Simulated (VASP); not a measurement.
Write the native input for VASP 6.6.1 that does the following.

```yaml
Task: single point
Functional: LDA
Potentials_or_basis: VASP PAW LDA potentials, release 64 (Te, Pt)
Cutoff: 520 eV
k_mesh: 12 × 12 × 8
Occupations: gaussian, width 0.15 eV
Spin: no spin polarisation
Dipole_correction: no
Further_INCAR_settings: ALGO = Normal; EDIFF = 1e-06; NBANDS = 24
```

The structure of TePt lies in POSCAR:

```
TePt
1.0
    4.3599000120      0.0000000000      0.0000000000
   -2.1799500060      3.7757841684      0.0000000000
    0.0000000000      0.0000000000      5.7159375000
Te Pt
2 2
Direct
    0.3333333333      0.6666666667      0.2500000000
    0.6666666667      0.3333333333      0.7500000000
    0.0000000000      0.0000000000      0.0000000000
    0.0000000000      0.0000000000      0.5000000000
```

The input as run:

INCAR

```
SYSTEM = TePt
PREC = Accurate
ENCUT = 520
EDIFF = 1E-6
ISMEAR = 0
SIGMA = 0.15
LREAL = .False.
LASPH = .True.
NELM = 100
ALGO = Normal
ISIF = 2
LWAVE = .False.
LCHARG = .False.
NBANDS = 24
```

KPOINTS

```
Automatic mesh
0
Gamma
  12 12 8
  0 0 0
```

Potentials or basis: VASP PAW LDA potentials, release 64 (Te, Pt).

Run with:

```bash
$ cat potpaw_LDA.64/Te/POTCAR potpaw_LDA.64/Pt/POTCAR > POTCAR
$ mpirun -np 1 vasp_std > vasp.out
```

Results of the run:

| Quantity | Value |
| --- | --- |
| Pressure | -12.3 GPa |
| Band gap on the k mesh | zero (bands 16 and 17 overlap by 1.30 eV) |

Caveat: the cell stands under tension; spin-orbit coupling is left out, which moves the levels of the heavy elements.

Run time: 4 min on 1 thread of Intel Xeon 8259CL, with other jobs on the host, peak memory 0.32 GiB.
